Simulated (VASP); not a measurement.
# HfO2 (R-3m) in VASP: further runs

The runs below take HfO2 through single point, with PBE.

Everything below comes from runs of VASP 6.6.1. Logs are shortened: lines on timing, memory, paths and dates and some standing lists are left out, and cuts for length are marked.

### 1 The cell of the first run

Symmetry: R-3m, No. 166, trigonal system. Conventional cell: a = 3.617 Å, b = 3.617 Å, c = 8.859 Å, α = 90.00°, β = 90.00°, γ = 120.00°. Within 2.8 Å of Hf (site symmetry -3m) lie 8 O at 2.13 to 2.51 Å. O (site symmetry 3m) has 4 Hf at 2.13 to 2.51 Å and 3 O at 2.26 Å within 2.8 Å.

### 2 Single point, PBE (mode 7 (554.9 1/cm) frozen in, largest displacement +0.300 Å)

The input, INCAR:

```
PREC     = Accurate       # precision mode
ENCUT    = 520            # plane-wave cutoff, eV
EDIFF    = 1E-6           # SCF threshold, eV
ISMEAR   = 0              # smearing method
SIGMA    = 0.05           # smearing width, eV
LREAL    = F              # projectors in reciprocal space
LASPH    = T              # aspherical terms in the spheres
NELM     = 60             # most SCF steps
ALGO     = Normal         # electronic algorithm
ISIF     = 2              # what is computed and relaxed
LWAVE    = F              # write WAVECAR
LCHARG   = F              # write CHGCAR
GGA      = PE             # functional
NBANDS   = 18             # bands
```

The input, KPOINTS:

```
Automatic mesh
0
Gamma
  8 8 8
```

The input, POSCAR:

```
HfO2
1.0
    0.0000000000      2.5575000000      2.5575000000
    2.5575000000      0.0000000000      2.5575000000
    2.5575000000      2.5575000000      0.0000000000
Hf O
1 2
Direct
    0.0000000000      0.0000000000      0.0000000000
    0.2838621859      0.2838621859      0.2838621859
    0.7161378141      0.7161378141      0.7161378141
```

Potentials or basis: VASP PAW PBE potentials, release 64 (Hf_pv, O).

Started as:

```console
> cat potpaw_PBE.64/Hf_pv/POTCAR potpaw_PBE.64/O/POTCAR > POTCAR
> mpirun -np 1 vasp_std > vasp.out
```

OUTCAR:

```text
PREC = Accurate
   ENCUT = 520
   EDIFF = 1E-6
   ISMEAR = 0
   LREAL = F
   LASPH = T
   NELM = 60
   ISIF = 2
   GGA = PE

 ion  position               nearest neighbor table
   1  0.000  0.000  0.000-   3 2.13   3 2.13   3 2.13   2 2.13   2 2.13   2 2.13   3 2.51   2 2.51

   2  0.284  0.284  0.284-   1 2.13   1 2.13   1 2.13   1 2.51
   3  0.716  0.716  0.716-   1 2.13   1 2.13   1 2.13   1 2.51

  LATTYP: Found a face centered cubic cell.
 ALAT       =     5.1150000000

  Lattice vectors:

 A1 = (   0.0000000000,   2.5575000000,   2.5575000000)
 A2 = (   2.5575000000,   0.0000000000,   2.5575000000)
 A3 = (   2.5575000000,   2.5575000000,   0.0000000000)

Analysis of symmetry for initial positions (statically):
=====================================================================
 Subroutine PRICEL returns:
 Original cell was already a primitive cell.

 Routine SETGRP: Setting up the symmetry group for a
 face centered cubic supercell.

 Subroutine GETGRP returns: Found 12 space group operations
 (whereof 12 operations were pure point group operations)
 out of a pool of 48 trial point group operations.

The static configuration has the point symmetry D_3d.

Analysis of symmetry for dynamics (positions and initial velocities):
=====================================================================
 Subroutine PRICEL returns:
 Original cell was already a primitive cell.

 Routine SETGRP: Setting up the symmetry group for a
 face centered cubic supercell.

 Subroutine GETGRP returns: Found 12 space group operations
 (whereof 12 operations were pure point group operations)
 out of a pool of 48 trial point group operations.

The dynamic configuration has the point symmetry D_3d.

 Subroutine INISYM returns: Found 12 space group operations
 (whereof 12 operations are pure point group operations),
 and found     1 'primitive' translations

----------------------------------------------------------------------------------------

                                     Primitive cell

  volume of cell :      33.4562

  direct lattice vectors                    reciprocal lattice vectors
     0.000000000  2.557500000  2.557500000    -0.195503421  0.195503421  0.195503421
     2.557500000  0.000000000  2.557500000     0.195503421 -0.195503421  0.195503421
     2.557500000  2.557500000  0.000000000     0.195503421  0.195503421 -0.195503421

  length of vectors
     3.616851186  3.616851186  3.616851186     0.338621859  0.338621859  0.338621859

  position of ions in fractional coordinates (direct lattice)
     0.000000000  0.000000000  0.000000000
     0.283862186  0.283862186  0.283862186
     0.716137814  0.716137814  0.716137814

  ion indices of the primitive-cell ions
   primitive index   ion index
                 1           1
                 2           2
                 3           3

----------------------------------------------------------------------------------------

 KPOINTS: Automatic mesh

Automatic generation of k-mesh.
 Grid dimensions read from file:
 generate k-points for:    8    8    8

 Generating k-lattice:

  Cartesian coordinates                     Fractional coordinates (reciprocal lattice)
    -0.024437928  0.024437928  0.024437928     0.125000000  0.000000000  0.000000000
     0.024437928 -0.024437928  0.024437928     0.000000000  0.125000000  0.000000000
     0.024437928  0.024437928 -0.024437928     0.000000000  0.000000000  0.125000000

  Length of vectors
     0.042327732  0.042327732  0.042327732

  Shift w.r.t. Gamma in fractional coordinates (k-lattice)
     0.000000000  0.000000000  0.000000000

 Subroutine IBZKPT returns following result:
 ===========================================

 Found     65 irreducible k-points:

 Following reciprocal coordinates:
            Coordinates               Weight
  0.000000  0.000000  0.000000      1.000000
  0.125000  0.000000  0.000000      6.000000
  0.125000  0.125000  0.125000      2.000000
  0.250000  0.000000  0.000000      6.000000
  0.250000  0.250000  0.250000      2.000000
  0.375000  0.000000  0.000000      6.000000
[... 16 lines left out ...]
 -0.250000  0.125000  0.000000     12.000000
  0.125000  0.125000  0.375000      6.000000
 [... further k-points ...]
   k-points           NKPTS =     65   k-points in BZ     NKDIM =     65   number of bands    NBANDS=     18
   number of dos      NEDOS =    301   number of ions     NIONS =      3
   total plane-waves  NPLWV =  21952
   dimension x,y,z NGX =    28 NGY =   28 NGZ =   28
   dimension x,y,z NGXF=    56 NGYF=   56 NGZF=   56
   ions per type =               1   2
   NGX,Y,Z   is equivalent  to a cutoff of  12.87, 12.87, 12.87 a.u.
   NGXF,Y,Z  is equivalent  to a cutoff of  25.74, 25.74, 25.74 a.u.
 SYSTEM =  unknown system
   PREC   = accura    normal or accurate (medium, high low for compatibility)
   ISTART =      0    job   : 0-new  1-cont  2-samecut
   ICHARG =      2    charge: 1-file 2-atom 10-const
   ISPIN  =      1    spin polarized calculation?
   LNONCOLLINEAR =      F non collinear calculations
   LSORBIT =      F    spin-orbit coupling
   LASPH  =      T    aspherical Exc in radial PAW
   ENCUT  =  520.0 eV  38.22 Ry    6.18 a.u.   6.72  6.72  6.72*2*pi/ulx,y,z
   NELM   =     60;   NELMIN=  2; NELMDL= -5     # of ELM steps
   EDIFF  = 0.1E-05   stopping-criterion for ELM
   LREAL  =      F    real-space projection
   EDIFFG = 0.1E-04   stopping-criterion for IOM
   NSW    =      0    number of steps for IOM
   IBRION =     -1    ionic relax: 0-MD 1-quasi-New 2-CG
   NFREE  =      0    steps in history (QN), initial steepest desc. (CG)
   ISIF   =      2    stress and relaxation
   ISYM   =      2    0-nonsym 1-usesym 2-fastsym
   POTIM  = 0.5000    time-step for ionic-motion
   TEBEG  =    0.0;   TEEND  =   0.0 temperature during run
   PSTRESS=    0.0 pullay stress
   NELECT =      22.0000    total number of electrons
   NUPDOWN=      -1.0000    fix difference up-down
   EMIN   =  10.00;   EMAX   =-10.00  energy-range for DOS
   EFERMI =   0.00;   METHOD = LEGACY
   ISMEAR =     0;   SIGMA  =   0.05  broadening in eV -4-tet -1-fermi 0-gaus
   EFERMI_NEDOS =   21; number of points for ismear=-14 and -15
   IALGO  =     38    algorithm
   IMIX   =      4    mixing-type and parameters
     AMIX     =   0.40;   BMIX     =  1.00
     AMIX_MAG =   1.60;   BMIX_MAG =  1.00
  volume/ion in A,a.u.               =      11.15        75.26
  Fermi-wavevector in a.u.,A,eV,Ry     =   1.423607  2.690227 27.574337  2.026657
  Thomas-Fermi vector in A             =   2.544186
   LORBIT       =      0    0 simple, 1 ext, 2 COOP (PROOUT), +10 PAW based schemes
   GGA     = PE    functional components
   LHFCALC =     F    Hartree Fock is set to
   AEXX    =    0.0000 exact exchange contribution
   IVDW    =     0    specifies the selected vdW correction
   LEPSILON=     F    determine dielectric tensor
   LRPA    =     F    only Hartree local field effects (RPA)
 non-spin polarized calculation
 Gauss-broadening in eV      SIGMA  =   0.05
  energy-cutoff  :      520.00
  volume of cell :       33.46
 maximum number of plane-waves:       934
   NGX = 13   NGY = 13   NGZ = 13

 number of electron      21.9999996 magnetization

 Free energy of the ion-electron system (eV)
  ---------------------------------------------------
  ext. energy  EPLUGINS =         0.00000000
  ---------------------------------------------------
  free energy    TOTEN  =       -28.96569471 eV

  energy without entropy =      -28.96569471  energy(sigma->0) =      -28.96569471

 E-fermi :   4.5270     XC(G=0): -11.6809

 val. band max:        4.2613810748   @ k =  -0.3750   0.3750   0.0000
 cond. band min:       7.5704066029   @ k =  -0.2500   0.2500   0.0000
 fundamental gap:      3.3090255281
 Fermi energy:         4.5270370356

 k-point     1 :       0.0000    0.0000    0.0000
  band No.  band energies     occupation
      1     -25.7861      2.00000
      2     -25.5326      2.00000
      3     -25.5326      2.00000
      4     -14.7670      2.00000
      5     -11.2828      2.00000
      6      -1.6489      2.00000
[... 10 lines left out ...]
     17      15.3832      0.00000
     18      17.4981      0.00000

 k-point     2 :       0.1250    0.0000    0.0000
  band No.  band energies     occupation
      1     -25.7947      2.00000
      2     -25.6020      2.00000
      3     -25.5416      2.00000
      4     -14.5245      2.00000
      5     -11.4912      2.00000
      6      -1.4233      2.00000
[... 10 lines left out ...]
     17      14.8758      0.00000
     18      17.1692      0.00000

 k-point     3 :       0.1250    0.1250    0.1250
  band No.  band energies     occupation
      1     -25.8269      2.00000
      2     -25.5381      2.00000
      3     -25.5381      2.00000
      4     -14.6757      2.00000
      5     -11.3520      2.00000
      6      -1.5999      2.00000
[... 10 lines left out ...]
     17      15.3656      0.00000
     18      17.9606      0.00000

 k-point     4 :       0.2500    0.0000    0.0000
  band No.  band energies     occupation
      1     -25.8360      2.00000
      2     -25.7412      2.00000
      3     -25.5631      2.00000
      4     -13.9186      2.00000
      5     -11.9344      2.00000
      6      -0.7876      2.00000
[... 10 lines left out ...]
     17      14.2084      0.00000
     18      16.4111      0.00000

 k-point     5 :       0.2500    0.2500    0.2500
  band No.  band energies     occupation
      1     -25.9231      2.00000
      2     -25.5514      2.00000
      3     -25.5514      2.00000
      4     -14.4765      2.00000
      5     -11.4760      2.00000
      6      -1.4940      2.00000
[... 10 lines left out ...]
     17      15.3257      0.00000
     18      17.6182      0.00000

 k-point     6 :       0.3750    0.0000    0.0000
  band No.  band energies     occupation
      1     -25.9550      2.00000
      2     -25.7934      2.00000
      3     -25.5844      2.00000
      4     -13.2876      2.00000
      5     -12.2998      2.00000
      6      -0.3406      2.00000
[... 10 lines left out ...]
     17      13.6078      0.00000
     18      16.7689      0.00000

 k-point     7 :       0.3750    0.3750    0.3750
  band No.  band energies     occupation
      1     -26.0161      2.00000
      2     -25.5646      2.00000
      3     -25.5646      2.00000
      4     -14.3172      2.00000
      5     -11.5344      2.00000
      6      -1.4091      2.00000
[... 10 lines left out ...]
     17      15.2860      0.00000
     18      17.4484      0.00000

 k-point     8 :       0.5000    0.0000    0.0000
  band No.  band energies     occupation
      1     -26.0140      2.00000
      2     -25.8027      2.00000
      3     -25.5932      2.00000
      4     -13.0373      2.00000
      5     -12.4087      2.00000
      6      -0.5146      2.00000
[... 10 lines left out ...]
     17      13.4562      0.00000
     18      17.2196      0.00000
[... 229 lines left out ...]
     17      15.0765      0.00000
     18      17.3776      0.00000

 k-point    20 :      -0.3750    0.1250    0.0000
  band No.  band energies     occupation
      1     -25.9689      2.00000
      2     -25.8111      2.00000
      3     -25.6337      2.00000
      4     -13.0025      2.00000
      5     -12.4179      2.00000
      6      -0.4854      2.00000
[... 10 lines left out ...]
     17      13.6193      0.00000
     18      16.9911      0.00000

 k-point    21 :       0.1250    0.1250    0.5000
  band No.  band energies     occupation
      1     -25.9689      2.00000
      2     -25.8230      2.00000
      3     -25.5899      2.00000
      4     -13.1670      2.00000
      5     -12.3576      2.00000
      6      -0.6734      2.00000
[... 10 lines left out ...]
     17      13.6454      0.00000
     18      16.9610      0.00000

 k-point    22 :      -0.3750    0.5000   -0.3750
  band No.  band energies     occupation
      1     -26.0233      2.00000
      2     -25.6323      2.00000
      3     -25.5735      2.00000
      4     -14.0734      2.00000
      5     -11.7032      2.00000
      6      -1.3244      2.00000
[... 10 lines left out ...]
     17      15.0655      0.00000
     18      17.4313      0.00000

 k-point    23 :      -0.2500    0.1250    0.0000
  band No.  band energies     occupation
      1     -25.8628      2.00000
      2     -25.7979      2.00000
      3     -25.6072      2.00000
      4     -13.4872      2.00000
      5     -12.1865      2.00000
      6      -0.5315      2.00000
[... 10 lines left out ...]
     17      14.5710      0.00000
     18      16.7085      0.00000

 k-point    24 :       0.1250    0.1250    0.3750
  band No.  band energies     occupation
      1     -25.9015      2.00000
      2     -25.7453      2.00000
      3     -25.5666      2.00000
      4     -13.7703      2.00000
      5     -12.0161      2.00000
      6      -0.7265      2.00000
[... 10 lines left out ...]
     17      14.1918      0.00000
     18      16.5111      0.00000

 [... further k-points ...]
[... 5 lines left out ...]
  --------------------------------------------------------------------------------------
  -------------------------------------------------------------------------------------
  Total        1.6084798      1.6084798      1.6084798     -2.3357059     -2.3357059     -2.3357059
  in kB       77.0281158     77.0281158     77.0281158   -111.8540770   -111.8540770   -111.8540770
  external PRESSURE =      77.0281158 kB  Pullay stress =       0.0000000 kB

 VOLUME and BASIS-vectors are now :
 -----------------------------------------------------------------------------
  energy-cutoff  :      520.00
  volume of cell :       33.46
      direct lattice vectors                 reciprocal lattice vectors
     0.000000000  2.557500000  2.557500000    -0.195503421  0.195503421  0.195503421
     2.557500000  0.000000000  2.557500000     0.195503421 -0.195503421  0.195503421
     2.557500000  2.557500000  0.000000000     0.195503421  0.195503421 -0.195503421

 POSITION                                       TOTAL-FORCE (eV/Angst)
 -----------------------------------------------------------------------------------
      0.00000      0.00000      0.00000         0.000000     -0.000000     -0.000000
      1.45196      1.45196      1.45196        -2.145408     -2.145408     -2.145408
      3.66304      3.66304      3.66304         2.145408      2.145408      2.145408
 -----------------------------------------------------------------------------------
    total drift:                                0.000000      0.000000      0.000000

  FREE ENERGIE OF THE ION-ELECTRON SYSTEM (eV)
  ---------------------------------------------------
  free  energy   TOTEN  =       -28.9656947148 eV

  energy  without entropy=      -28.9656947148  energy(sigma->0) =      -28.96569471
```

It took 19 s on 1 thread of Intel Xeon 6975P-C (Granite Rapids), shared host; peak memory 0.17 GiB.

What came out:

```
Free energy            : -28.9657 eV
Pressure               : 7.7 GPa
Largest force          : 3.716 eV/Å
Band gap on the k mesh : 3.31 eV, indirect (least direct gap 3.71 eV)
```

Forces on the atoms (eV/Å):
```
Hf   0.000  0.000  0.000
O   -2.145 -2.145 -2.145
O    2.145  2.145  2.145
```

Levels at points of the mesh, in eV from the valence-band top:
```csv
k point,band 8,band 9,band 10,band 11,band 12,band 13,band 14,band 15
"(0.00, 0.00, 0.00)",-4.16,-1.62,-0.16,-0.16,3.55,3.55,4.02,9.41
"(0.50, 0.00, 0.00)",-3.09,-3.09,-2.67,-0.92,3.44,4.68,6.18,7.60
"(0.50, 0.50, 0.50)",-3.98,-1.80,-0.72,-0.72,4.44,4.44,6.30,9.93
"(0.50, 0.50, 0.00)",-3.33,-1.95,-1.83,-0.02,4.28,5.15,5.69,6.94
```

Caveat: the cell differs from its parent crystal (mode 7 (554.9 1/cm) frozen in, largest displacement +0.300 Å); spin-orbit coupling is left out, which moves the levels of the heavy elements; forces of over 1 eV/Å act on the atoms, so gaps and moduli don't describe the material at rest.

### 3 Single point, PBE (mode 7 (554.9 1/cm) frozen in, largest displacement -0.225 Å)

The input, INCAR:

```
ALGO = Normal
EDIFF = 1E-6
ENCUT = 520
GGA = PE
ISIF = 2
ISMEAR = 0
LASPH = True
LCHARG = True
LELF = True
LREAL = False
LVHAR = True
LWAVE = False
NBANDS = 18
NELM = 60
PREC = Accurate
SIGMA = 0.05
```

The input, KPOINTS:

```
k-points
0
Gamma
  8 8 8
```

The input, POSCAR:

```
HfO2
1.0
    0.0000000000      2.5575000000      2.5575000000
    2.5575000000      0.0000000000      2.5575000000
    2.5575000000      2.5575000000      0.0000000000
Hf O
1 2
Direct
    0.0000000000      0.0000000000      0.0000000000
    0.2246033606      0.2246033606      0.2246033606
    0.7753966394      0.7753966394      0.7753966394
```

Potentials or basis: VASP PAW PBE potentials, release 64 (Hf_pv, O).

Started as:

```console
> cat potpaw_PBE.64/Hf_pv/POTCAR potpaw_PBE.64/O/POTCAR > POTCAR
> mpirun -np 1 vasp_std > vasp.out
```

OUTCAR:

```text
EDIFF = 1E-6
   ENCUT = 520
   GGA = PE
   ISIF = 2
   ISMEAR = 0
   LASPH = True
   LREAL = False
   NELM = 60
   PREC = Accurate

 ion  position               nearest neighbor table
   1  0.000  0.000  0.000-   2 1.99   3 1.99   3 2.30   3 2.30   3 2.30   2 2.30   2 2.30   2 2.30

   2  0.225  0.225  0.225-   1 1.99   1 2.30   1 2.30   1 2.30
   3  0.775  0.775  0.775-   1 1.99   1 2.30   1 2.30   1 2.30

[... 698 lines left out ...]
------------------------ aborting loop because EDIFF is reached ----------------------------------------

  FORCE on cell =-STRESS in cart. coord.  units (eV):
  Direction    XX          YY          ZZ          XY          YZ          ZX
  --------------------------------------------------------------------------------------
  -------------------------------------------------------------------------------------
  Total        1.4233685      1.4233685      1.4233685      1.9132123      1.9132123      1.9132123
  in kB       68.1633631     68.1633631     68.1633631     91.6213768     91.6213768     91.6213768
  external PRESSURE =      68.1633631 kB  Pullay stress =       0.0000000 kB

 VOLUME and BASIS-vectors are now :
 -----------------------------------------------------------------------------
  energy-cutoff  :      520.00
  volume of cell :       33.46
      direct lattice vectors                 reciprocal lattice vectors
     0.000000000  2.557500000  2.557500000    -0.195503421  0.195503421  0.195503421
     2.557500000  0.000000000  2.557500000     0.195503421 -0.195503421  0.195503421
     2.557500000  2.557500000  0.000000000     0.195503421  0.195503421 -0.195503421

 POSITION                                       TOTAL-FORCE (eV/Angst)
 -----------------------------------------------------------------------------------
      0.00000      0.00000      0.00000        -0.000000      0.000000     -0.000000
      1.14885      1.14885      1.14885         3.122836      3.122836      3.122836
      3.96615      3.96615      3.96615        -3.122836     -3.122836     -3.122836
 -----------------------------------------------------------------------------------
    total drift:                               -0.000000     -0.000000      0.000000

  FREE ENERGIE OF THE ION-ELECTRON SYSTEM (eV)
  ---------------------------------------------------
  free  energy   TOTEN  =       -29.1304436735 eV

  energy  without entropy=      -29.1304436735  energy(sigma->0) =      -29.13044367
```

Run time: 22 s. Hardware: 1 thread of Intel Xeon 6975P-C (Granite Rapids), shared host; peak memory 0.18 GiB.

What came out:

```
Free energy            : -29.1304 eV
Pressure               : 6.8 GPa
Largest force          : 5.409 eV/Å
Band gap on the k mesh : 3.63 eV, indirect (least direct gap 3.82 eV)
```

Forces in eV/Å, atoms in the order of the input:
```
Hf   0.000  0.000  0.000
O    3.123  3.123  3.123
O   -3.123 -3.123 -3.123
```

Caveat: the cell differs from its parent crystal (mode 7 (554.9 1/cm) frozen in, largest displacement -0.225 Å); spin-orbit coupling is left out, which moves the levels of the heavy elements; forces of over 1 eV/Å act on the atoms, so gaps and moduli don't describe the material at rest.
